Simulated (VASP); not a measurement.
Ti: single point with PBEsol

The system is Ti.

```xyz
1
Lattice="-1.5533 1.5533 1.5533 1.5533 -1.5533 1.5533 1.5533 1.5533 -1.5533" Properties=species:S:1:pos:R:3 pbc="T T T"
Ti    0.0000    0.0000    0.0000
```

```json
{
  "Program": "VASP 6.6.1",
  "Task": "single point",
  "Functional": "PBEsol",
  "Potentials or basis": "VASP PAW PBE potentials, release 64 (Ti_sv)",
  "Cutoff": "520 eV",
  "k mesh": "17 × 17 × 17",
  "Occupations": "fermi-dirac, width 0.05 eV",
  "Spin": "no spin polarisation"
}
```

```json
{"Pressure": "12.5 GPa", "Band gap on the k mesh": "zero (band 6 reaches 10.68 eV, above the bottom of band 7 at 8.85 eV)"}
```

Levels at points of the mesh, in eV from the Fermi level:
| k point | band 2 | band 3 | band 4 | band 5 | band 6 | band 7 | band 8 | band 9 | band 10 | band 11 |
| --- | --- | --- | --- | --- | --- | --- | --- | --- | --- | --- |
| (0.00, 0.00, 0.00) | -31.76 | -31.76 | -31.76 | -6.23 | 1.11 | 1.11 | 1.11 | 3.23 | 3.23 | 18.48 |

Run time: 13 s on 1 thread of AMD EPYC 9R45 96-Core Processor (Zen 5) (shared host), peak memory 0.11 GiB.

Caveat: the PAW data sets were made with another functional, which shifts forces and pressure a little.
